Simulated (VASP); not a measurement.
# Mg4ZrN4 (P-1) in VASP: single point with PBE

Aim: the single point of Mg4ZrN4 with PBE.

All numbers are computed with VASP 6.6.1; they aren't measurements. Logs are shortened: lines on timing, memory, paths and dates and some standing lists are left out, and cuts for length are marked.

## (1) The cell of the first run

The typed cell holds 18 atoms: a = 5.646 Å, b = 5.691 Å, c = 8.458 Å, α = 70.45°, β = 81.14°, γ = 67.40°.

## (2) Single point, PBE

Contents of INCAR:

```
SYSTEM = Mg4ZrN4
PREC = Accurate
ENCUT = 600
EDIFF = 1E-6
ISMEAR = -1
SIGMA = 0.02
LREAL = .FALSE.
LASPH = .TRUE.
NELM = 120
ALGO = Normal
ISIF = 2
LWAVE = .FALSE.
LCHARG = .FALSE.
GGA = PE
NBANDS = 55
GGA_COMPAT = .FALSE.
```

Contents of KPOINTS:

```
regular mesh
0
G
  6 6 4
  0 0 0
```

Contents of POSCAR:

```
Mg4ZrN4
1.0
    5.6461559993      0.0000000000      0.0000000000
    2.1867110011      5.2537566392      0.0000000000
    1.3032380127      2.5229191478      7.9670127235
Mg Zr N
8 2 8
Direct
    0.2826050109      0.1673138336      0.2156767117
    0.7173949891      0.8326861664      0.7843232883
    0.2418827973      0.7643834572      0.9997984624
    0.7581172027      0.2356165428      0.0002015376
    0.2594337510      0.9468224974      0.5708018381
    0.7405662490      0.0531775026      0.4291981619
    0.7451063796      0.4968586660      0.5808969445
    0.2548936204      0.5031413340      0.4191030555
    0.2707379894      0.3904872841      0.7816744495
    0.7292620106      0.6095127159      0.2183255505
    0.0056977059      0.6984260514      0.6014653341
    0.9943022941      0.3015739486      0.3985346659
    0.1543990397      0.1622023247      0.0032129923
    0.8456009603      0.8377976753      0.9967870077
    0.5060731900      0.5823837357      0.8043269630
    0.4939268100      0.4176162643      0.1956730370
    0.5229855505      0.8185482992      0.3819063618
    0.4770144495      0.1814517008      0.6180936382
```

Potentials or basis: VASP PAW PBE potentials, release 64 (Mg, Zr_sv, N).

Started as:

```sh
cat potpaw_PBE.64/Mg/POTCAR potpaw_PBE.64/Zr_sv/POTCAR potpaw_PBE.64/N/POTCAR > POTCAR
mpirun -np 1 vasp_std > vasp.out
```

OUTCAR:

```text
SYSTEM = Mg4ZrN4
   PREC = Accurate
   ENCUT = 600
   EDIFF = 1E-6
   ISMEAR = -1
   LREAL = .FALSE.
   LASPH = .TRUE.
   NELM = 120
   ISIF = 2
   GGA = PE

 ion  position               nearest neighbor table
   1  0.283  0.167  0.216-  13 2.05  17 2.10  16 2.14  12 2.16   5 2.85   8 2.92   4 3.08   6 3.12
                            10 3.17  10 3.20   3 3.21   3 3.46   9 3.46   6 3.48   4 3.54   8 3.65
   2  0.717  0.833  0.784-  14 2.05  18 2.10  15 2.14  11 2.16   6 2.85   7 2.92   3 3.08   5 3.12
                             9 3.17   9 3.20   4 3.21   4 3.46  10 3.46   5 3.48   3 3.54   7 3.65
   3  0.242  0.764  1.000-  14 2.12  13 2.13  16 2.25  15 2.29   4 3.00   2 3.08   9 3.20   1 3.21
                            10 3.22   4 3.29   8 3.36   5 3.42  10 3.43   1 3.46   9 3.48   2 3.54
   4  0.758  0.236  0.000-  13 2.12  14 2.13  15 2.25  16 2.29   3 3.00   1 3.08  10 3.20   2 3.21
                             9 3.22   3 3.29   7 3.36   6 3.42   9 3.43   2 3.46  10 3.48   1 3.54
   5  0.259  0.947  0.571-  17 2.12  12 2.20  18 2.29  11 2.31  15 2.46   1 2.85   7 2.93   8 2.98
                             6 2.99   9 3.05   6 3.10   2 3.12   8 3.20   7 3.37   3 3.42   2 3.48
   6  0.741  0.053  0.429-  18 2.12  11 2.20  17 2.29  12 2.31  16 2.46   2 2.85   8 2.93   7 2.98
                             5 2.99  10 3.05   5 3.10   1 3.12   7 3.20   8 3.37   4 3.42   1 3.48
   7  0.745  0.497  0.581-  17 2.14  12 2.21  15 2.23  11 2.24  18 2.68   2 2.92  10 2.92   5 2.93
                             6 2.98   8 3.00   9 3.10   6 3.20   8 3.25   4 3.36   5 3.37   9 3.40
   8  0.255  0.503  0.419-  18 2.14  11 2.21  16 2.23  12 2.24  17 2.68   1 2.92   9 2.92   6 2.93
                             5 2.98   7 3.00  10 3.10   5 3.20   7 3.25   3 3.36   6 3.37  10 3.40
   9  0.271  0.390  0.782-  18 2.06  13 2.07  15 2.08  11 2.13   8 2.92   5 3.05   7 3.10   2 3.17
                             3 3.20   2 3.20   4 3.22   7 3.40   4 3.43   1 3.46   3 3.48   5 3.57
  10  0.729  0.610  0.218-  17 2.06  14 2.07  16 2.08  12 2.13   7 2.92   6 3.05   8 3.10   1 3.17
                             4 3.20   1 3.20   3 3.22   8 3.40   3 3.43   2 3.46   4 3.48   6 3.57
  11  0.006  0.698  0.601-   9 2.13   2 2.16   6 2.20   8 2.21   7 2.24   5 2.31
  12  0.994  0.302  0.399-  10 2.13   1 2.16   5 2.20   7 2.21   8 2.24   6 2.31
  13  0.154  0.162  0.003-   1 2.05   9 2.07   4 2.12   3 2.13
  14  0.846  0.838  0.997-   2 2.05  10 2.07   3 2.12   4 2.13
  15  0.506  0.582  0.804-   9 2.08   2 2.14   7 2.23   4 2.25   3 2.29   5 2.46
  16  0.494  0.418  0.196-  10 2.08   1 2.14   8 2.23   3 2.25   4 2.29   6 2.46
  17  0.523  0.819  0.382-  10 2.06   1 2.10   5 2.12   7 2.14   6 2.29   8 2.68
  18  0.477  0.181  0.618-   9 2.06   2 2.10   6 2.12   8 2.14   5 2.29   7 2.68

  LATTYP: Found a triclinic cell.
 ALAT       =     5.6906646208
 B/A-ratio  =     2.6838800016
 C/A-ratio  =     0.9921786602
 COS(alpha) =     0.0019972431
 COS(beta)  =     0.3842628492
 COS(gamma) =     0.7884291211

  Lattice vectors:

 A1 = (   2.1867110011,   5.2537566392,   0.0000000000)
 A2 = (   0.0305040156,  13.0304324262,   7.9670127235)
 A3 = (   5.6461559993,   0.0000000000,   0.0000000000)

Analysis of symmetry for initial positions (statically):
=====================================================================
 Subroutine PRICEL returns:
 Original cell was already a primitive cell.

 Routine SETGRP: Setting up the symmetry group for a
 triclinic supercell.

 Subroutine GETGRP returns: Found  2 space group operations
 (whereof  2 operations were pure point group operations)
 out of a pool of  2 trial point group operations.

The static configuration has the point symmetry S_2 .

Analysis of symmetry for dynamics (positions and initial velocities):
=====================================================================
 Subroutine PRICEL returns:
 Original cell was already a primitive cell.

 Routine SETGRP: Setting up the symmetry group for a
 triclinic supercell.

 Subroutine GETGRP returns: Found  2 space group operations
 (whereof  2 operations were pure point group operations)
 out of a pool of  2 trial point group operations.

The dynamic configuration has the point symmetry S_2 .

 Subroutine INISYM returns: Found  2 space group operations
 (whereof  2 operations are pure point group operations),
 and found     1 'primitive' translations

----------------------------------------------------------------------------------------

                                     Primitive cell

  volume of cell :     236.3297

  direct lattice vectors                    reciprocal lattice vectors
[... 59 lines left out ...]
     0.029518608 -0.012286192 -0.000937955     0.166666667 -0.000000000 -0.000000000
     0.000000000  0.031723332 -0.010045848     0.000000000  0.166666667  0.000000000
     0.000000000  0.000000000  0.031379390     0.000000000  0.000000000  0.250000000

  Length of vectors
     0.031987162  0.033275950  0.031379390

  Shift w.r.t. Gamma in fractional coordinates (k-lattice)
     0.000000000  0.000000000  0.000000000

 Subroutine IBZKPT returns following result:
 ===========================================

 Found     76 irreducible k-points:

 Following reciprocal coordinates:
            Coordinates               Weight
  0.000000  0.000000  0.000000      1.000000
  0.166667  0.000000 -0.000000      2.000000
  0.333333  0.000000 -0.000000      2.000000
  0.500000  0.000000 -0.000000      1.000000
  0.000000  0.166667  0.000000      2.000000
  0.166667  0.166667  0.000000      2.000000
[... 16 lines left out ...]
  0.333333  0.000000  0.250000      2.000000
  0.500000  0.000000  0.250000      2.000000
 [... further k-points ...]
   k-points           NKPTS =     76   k-points in BZ     NKDIM =     76   number of bands    NBANDS=     55
   number of dos      NEDOS =    301   number of ions     NIONS =     18
   total plane-waves  NPLWV = 161280
   dimension x,y,z NGX =    48 NGY =   48 NGZ =   70
   dimension x,y,z NGXF=    96 NGYF=   96 NGZF=  140
   ions per type =               8   2   8
   NGX,Y,Z   is equivalent  to a cutoff of  14.13, 14.02, 13.76 a.u.
   NGXF,Y,Z  is equivalent  to a cutoff of  28.27, 28.05, 27.52 a.u.
 SYSTEM =  Mg4ZrN4
   PREC   = accura    normal or accurate (medium, high low for compatibility)
   ISTART =      0    job   : 0-new  1-cont  2-samecut
   ICHARG =      2    charge: 1-file 2-atom 10-const
   ISPIN  =      1    spin polarized calculation?
   LNONCOLLINEAR =      F non collinear calculations
   LSORBIT =      F    spin-orbit coupling
   LASPH  =      T    aspherical Exc in radial PAW
   ENCUT  =  600.0 eV  44.10 Ry    6.64 a.u.  11.28 11.37 16.89*2*pi/ulx,y,z
   NELM   =    120;   NELMIN=  2; NELMDL= -5     # of ELM steps
   EDIFF  = 0.1E-05   stopping-criterion for ELM
   LREAL  =      F    real-space projection
   EDIFFG = 0.1E-04   stopping-criterion for IOM
   NSW    =      0    number of steps for IOM
   IBRION =     -1    ionic relax: 0-MD 1-quasi-New 2-CG
   NFREE  =      0    steps in history (QN), initial steepest desc. (CG)
   ISIF   =      2    stress and relaxation
   ISYM   =      2    0-nonsym 1-usesym 2-fastsym
   POTIM  = 0.5000    time-step for ionic-motion
   TEBEG  =    0.0;   TEEND  =   0.0 temperature during run
   PSTRESS=    0.0 pullay stress
   NELECT =      80.0000    total number of electrons
   NUPDOWN=      -1.0000    fix difference up-down
   EMIN   =  10.00;   EMAX   =-10.00  energy-range for DOS
   EFERMI =   0.00;   METHOD = LEGACY
   ISMEAR =    -1;   SIGMA  =   0.02  broadening in eV -4-tet -1-fermi 0-gaus
   EFERMI_NEDOS =   21; number of points for ismear=-14 and -15
   IALGO  =     38    algorithm
   IMIX   =      4    mixing-type and parameters
     AMIX     =   0.40;   BMIX     =  1.00
     AMIX_MAG =   1.60;   BMIX_MAG =  1.00
  volume/ion in A,a.u.               =      13.13        88.60
  Fermi-wavevector in a.u.,A,eV,Ry     =   1.140947  2.156077 17.711514  1.301760
  Thomas-Fermi vector in A             =   2.277648
   LORBIT       =      0    0 simple, 1 ext, 2 COOP (PROOUT), +10 PAW based schemes
   GGA     = PE    functional components
   LHFCALC =     F    Hartree Fock is set to
   AEXX    =    0.0000 exact exchange contribution
   IVDW    =     0    specifies the selected vdW correction
   LEPSILON=     F    determine dielectric tensor
   LRPA    =     F    only Hartree local field effects (RPA)
 non-spin polarized calculation
  energy-cutoff  :      600.00
  volume of cell :      236.33
 maximum number of plane-waves:      7914
 NGX is ok and might be reduce to    48
   NGX = 23   NGY = 23   NGZ = 33

 number of electron      79.9999999 magnetization

 Free energy of the ion-electron system (eV)
  ---------------------------------------------------
  ext. energy  EPLUGINS =         0.00000000
  ---------------------------------------------------
  free energy    TOTEN  =      -112.82860579 eV

  energy without entropy =     -112.82860579  energy(sigma->0) =     -112.82860579

 E-fermi :   4.4504     XC(G=0): -10.1552

 val. band max:        3.9002459224   @ k =   0.5000   0.0000   0.5000
 cond. band min:       5.2272221926   @ k =   0.0000   0.0000   0.0000
 fundamental gap:      1.3269762702
 Fermi energy:         4.4504492892

 k-point     1 :       0.0000    0.0000    0.0000
  band No.  band energies     occupation
      1     -43.2274      2.00000
      2     -43.2271      2.00000
      3     -21.5361      2.00000
      4     -21.5307      2.00000
      5     -21.5190      2.00000
      6     -21.5175      2.00000
[... 1309 lines left out ...]
     51       9.2720      0.00000
     52       9.6310      0.00000

 [... further k-points ...]

 [bands above 52 left out]

------------------------ aborting loop because EDIFF is reached ----------------------------------------

  FORCE on cell =-STRESS in cart. coord.  units (eV):
  Direction    XX          YY          ZZ          XY          YZ          ZX
  --------------------------------------------------------------------------------------
  -------------------------------------------------------------------------------------
  Total       -1.3668747     -1.4198032     -1.2801399     -0.0599423     -0.0066874     -0.2008037
  in kB       -9.2666112     -9.6254354     -8.6785999     -0.4063738     -0.0453368     -1.3613316
  external PRESSURE =      -9.1902155 kB  Pullay stress =       0.0000000 kB

 VOLUME and BASIS-vectors are now :
 -----------------------------------------------------------------------------
  energy-cutoff  :      600.00
  volume of cell :      236.33
      direct lattice vectors                 reciprocal lattice vectors
     5.646155999  0.000000000  0.000000000     0.177111649 -0.073717155 -0.005627732
     2.186711001  5.253756639  0.000000000     0.000000000  0.190339993 -0.060275090
     1.303238013  2.522919148  7.967012723     0.000000000  0.000000000  0.125517560

 POSITION                                       TOTAL-FORCE (eV/Angst)
 -----------------------------------------------------------------------------------
      2.24258      1.42316      1.71830         0.001491      0.005448      0.008825
      6.89353      6.35351      6.24871        -0.001491     -0.005448     -0.008825
      4.34017      6.53830      7.96541        -0.001373     -0.001329     -0.000574
      4.79594      1.23838      0.00161         0.001373      0.001329      0.000574
      4.27912      6.41446      4.54759         0.014797     -0.006675     -0.015225
      4.85698      1.36221      3.41943        -0.014797      0.006675      0.015225
[... 10 lines left out ...]
      5.24050      5.26397      3.04265        -0.015078      0.017399      0.019922
      3.89560      2.51270      4.92436         0.015078     -0.017399     -0.019922
 -----------------------------------------------------------------------------------
    total drift:                                0.000000      0.000000      0.000000

  FREE ENERGIE OF THE ION-ELECTRON SYSTEM (eV)
  ---------------------------------------------------
  free  energy   TOTEN  =      -112.8286057860 eV

  energy  without entropy=     -112.8286057860  energy(sigma->0) =     -112.82860579
```

It took 16 min on 1 thread of Intel Xeon 6975P-C (Granite Rapids), shared host; peak memory 1.1 GiB.

Results:

* Free energy: -112.8286 eV
* Pressure: -0.9 GPa
* Largest force: 0.035 eV/Å
* Band gap on the k mesh: 1.33 eV (least direct gap 1.49 eV)

Forces on the atoms (eV/Å):
```
Mg   0.001  0.005  0.009
Mg  -0.001 -0.005 -0.009
Mg  -0.001 -0.001 -0.001
Mg   0.001  0.001  0.001
Mg   0.015 -0.007 -0.015
Mg  -0.015  0.007  0.015
Mg  -0.001  0.017 -0.002
Mg   0.001 -0.017  0.002
Zr  -0.020 -0.013  0.005
Zr   0.020  0.013 -0.005
N   -0.008  0.016 -0.019
N    0.008 -0.016  0.019
N   -0.025 -0.019  0.013
N    0.025  0.019 -0.013
N    0.029  0.021  0.000
N   -0.029 -0.021  0.000
N   -0.015  0.017  0.020
N    0.015 -0.017 -0.020
```

Stress tensor (GPa, compression positive):
```
-0.93 -0.04 -0.14
-0.04 -0.96  0.00
-0.14  0.00 -0.87
```

Levels at points of the mesh, in eV from the valence-band top:
| k point | band 37 | band 38 | band 39 | band 40 | band 41 | band 42 | band 43 | band 44 |
| --- | --- | --- | --- | --- | --- | --- | --- | --- |
| (0.00, 0.00, 0.00) | -0.69 | -0.48 | -0.30 | -0.16 | 1.33 | 2.77 | 3.95 | 4.01 |
| (0.50, 0.00, 0.00) | -0.66 | -0.65 | -0.37 | -0.09 | 2.98 | 3.36 | 3.50 | 3.63 |
| (0.00, 0.50, 0.00) | -0.59 | -0.50 | -0.47 | -0.06 | 2.89 | 3.03 | 3.77 | 3.92 |
| (0.50, 0.50, 0.00) | -0.46 | -0.41 | -0.31 | -0.31 | 2.85 | 2.97 | 3.80 | 3.91 |
| (0.00, 0.00, 0.50) | -0.50 | -0.43 | -0.29 | -0.27 | 2.08 | 2.45 | 3.34 | 4.27 |
| (0.50, 0.00, 0.50) | -0.76 | -0.51 | -0.28 | 0.00 | 2.77 | 3.29 | 3.77 | 4.07 |
| (0.00, 0.50, 0.50) | -0.83 | -0.65 | -0.25 | -0.14 | 3.21 | 3.23 | 3.88 | 3.93 |
| (0.50, 0.50, 0.50) | -0.48 | -0.48 | -0.29 | -0.24 | 3.06 | 3.22 | 3.56 | 3.82 |
